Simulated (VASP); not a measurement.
Runs of VASP 6.6.1 on InP. The structure is that of space group I4/mmm (No. 139), or close to it. The cells are those of the table. 

```csv
cell,gap on the mesh (eV),pressure (GPa)
"a = 4.009, b = 3.854, c = 3.895 Å, angles 62.3, 58.3, 59.3°, 2 atoms",none,0.9
"a = 3.962, b = 3.800, c = 3.999 Å, angles 61.0, 57.0, 62.0°, 2 atoms",none,(a)
"a = 4.035, b = 3.883, c = 3.842 Å, angles 63.0, 59.0, 58.0°, 2 atoms",none,1.5
"a = 3.985, b = 3.826, c = 3.947 Å, angles 61.7, 57.7, 60.7°, 2 atoms",none,0.8
```

Alike in all rows: task single point; level PBE; potentials or basis VASP PAW PBE potentials, release 64 (In_d, P); no spin polarisation; k mesh 18 × 18 × 18; cutoff (eV) 520; smearing gaussian 0.15 eV.

Question: Estimate the missing entries.

Answer: (a) 1.3.

Caveats: spin-orbit coupling is left out, which moves the levels of the heavy elements.

A k mesh can miss the band edges, and the runs leave out spin-orbit coupling on In.

A gap of «none» marks levels without a gap at the run's occupations.
